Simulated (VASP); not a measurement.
Here is a VASP 6.6.1 calculation.

File INCAR:

```
PREC = Accurate
ENCUT = 520
EDIFF = 1E-6
ISMEAR = 0
SIGMA = 0.15
LREAL = F
LASPH = T
NELM = 100
ALGO = Fast
ISIF = 2
LWAVE = F
LCHARG = F
GGA = CA
NBANDS = 13
```

KPOINTS

```
regular mesh
0
Gamma
  18 18 18
```

Contents of POSCAR:

```
Mo
1.0
    2.8175757091      0.0000000000      0.0000000000
   -1.4087878546      2.4400921412      0.0000000000
    0.0000000000      0.0000000000      2.4785252790
Mo
1
Direct
    0.0000000000      0.0000000000      0.5000000000
```

Potentials or basis: VASP PAW LDA potentials, release 64 (Mo_sv).

The run is started by

```bash
$ cat potpaw_LDA.64/Mo_sv/POTCAR > POTCAR
$ mpirun -np 1 vasp_std > vasp.out
```

Task: Estimate the band gap on the k mesh.

Result: Zero (band 7 reaches 11.74 eV, above the bottom of band 8 at 10.00 eV).

Task: What does it give for the pressure?

Result: -12.2 GPa.

Stress tensor (GPa, compression positive):
```
-14.49   0.00   0.00
  0.00 -14.49   0.00
  0.00   0.00  -7.56
```

Caveat: the cell differs from its parent crystal (strain +0.030 along x and y, -0.030 along z).
